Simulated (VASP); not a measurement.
Input of a VASP 6.6.1 run:

File POSCAR:

```
TiO2
1.0
    4.2295744681      0.0000000000      0.0000000000
    0.0000000000      4.2295744681      0.0000000000
    0.0000000000      0.0000000000      2.7534534527
Ti O
2 4
Direct
    0.0000000000      0.0000000000      0.0000000000
    0.5000000000      0.5000000000      0.5000000000
    0.3051400959      0.3051400959      0.0000000000
    0.1948599041      0.8051400959      0.5000000000
    0.6948599041      0.6948599041      0.0000000000
    0.8051400959      0.1948599041      0.5000000000
```

INCAR.step1

```
SYSTEM = TiO2
PREC     = Accurate       ! precision mode
ENCUT    = 520            ! plane-wave cutoff, eV
ISMEAR   = 0              ! smearing method
SIGMA    = 0.05           ! smearing width, eV
LREAL    = .False.        ! projectors in reciprocal space
LASPH    = .True.         ! aspherical terms in the spheres
NELM     = 150            ! most SCF steps
LMAXMIX  = 4              ! l up to which the mixer works
LDAU     = .True.         ! DFT+U
LDAUTYPE = 2            
LDAUL    = 2 -1           ! shell
LDAUU    = 4 0            ! U, eV
LDAUJ    = 0 0          
NBANDS   = 33             ! bands
GGA      = PE             ! functional
ALGO     = Normal         ! electronic algorithm
EDIFF    = 1E-4           ! SCF threshold, eV
LWAVE    = .True.         ! write WAVECAR
LCHARG   = .False.        ! write CHGCAR
```

INCAR.step2

```
SYSTEM = TiO2
PREC     = Accurate       ! precision mode
ENCUT    = 520            ! plane-wave cutoff, eV
EDIFF    = 1E-7           ! SCF threshold, eV
ISMEAR   = 0              ! smearing method
SIGMA    = 0.05           ! smearing width, eV
LREAL    = .False.        ! projectors in reciprocal space
LASPH    = .True.         ! aspherical terms in the spheres
NELM     = 150            ! most SCF steps
ALGO     = Normal         ! electronic algorithm
ISIF     = 2              ! what is computed and relaxed
LWAVE    = .False.        ! write WAVECAR
LCHARG   = .True.         ! write CHGCAR
LMAXMIX  = 4              ! l up to which the mixer works
LDAU     = .True.         ! DFT+U
LDAUTYPE = 2            
LDAUL    = 2 -1           ! shell
LDAUU    = 4 0            ! U, eV
LDAUJ    = 0 0          
LDAUPRINT= 1            
METAGGA  = R2SCAN         ! meta-GGA
LMIXTAU  = .True.       
LELF     = .True.         ! ELF
LVHAR    = .True.       
NBANDS   = 33             ! bands
ISTART   = 1
```

Contents of KPOINTS:

```
regular mesh
0
Gamma
  6 6 8
  0 0 0
```

Potentials or basis: VASP PAW PBE potentials, release 64 (Ti_sv, O).

Launch:

```console
$ cat potpaw_PBE.64/Ti_sv/POTCAR potpaw_PBE.64/O/POTCAR > POTCAR
$ cp INCAR.step1 INCAR
$ mpirun -np 1 vasp_std > vasp.out
$ cp INCAR.step2 INCAR
$ mpirun -np 1 vasp_std > vasp.out
```

Task: Estimate the largest force.

Result: 1.745 eV/Å.

Task: Estimate the band gap on the k mesh.

Result: 3.49 eV.

Forces in eV/Å, atoms in the order of the input:
```
Ti   0.000  0.000  0.000
Ti   0.000  0.000  0.000
O   -1.234 -1.234  0.000
O    1.234 -1.234  0.000
O    1.234  1.234  0.000
O   -1.234  1.234  0.000
```

Caveat: the cell differs from its parent crystal (strain -0.080 along x and y, -0.080 along z); the PAW data sets were made with another functional, which shifts forces and pressure a little. A k mesh can miss the band edges.
